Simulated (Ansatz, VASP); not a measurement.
**One calculation of CaO, two programs**

```xyz
2
Lattice="0.0000 2.4036 2.4036 2.4036 0.0000 2.4036 2.4036 2.4036 0.0000" Properties=species:S:1:pos:R:3 pbc="T T T"
Ca    0.0000    0.0000    0.0000
O     2.4036    2.4036    2.4036
```

Alike in both runs: task single point; functional PBE-based screened hybrid; k mesh 5 × 5 × 5; occupations fermi-dirac, width 0.05 eV; no spin polarisation.

|  | VASP | Ansatz |
| --- | --- | --- |
| version | VASP 6.6.1 | Ansatz 0.2.0 |
| potentials or method | VASP PAW PBE potentials, release 64 (Ca_sv, O), cutoff 520 eV | all-electron PAW datasets made for the crystal |

```tsv
	VASP	Ansatz	Ansatz less VASP
gap on the k mesh at the Fermi level (eV)	5.52	5.53	+0.015
least direct gap on the mesh (eV)	5.94	5.95	+0.014
pressure (GPa)	0.1	-0.6	-0.71
```

VASP's potentials were made for PBE, not for PBE-based screened hybrid. Ansatz ran all-electron here, and VASP with PAW potentials.

The k mesh is coarse, so the values compare programs but aren't converged.
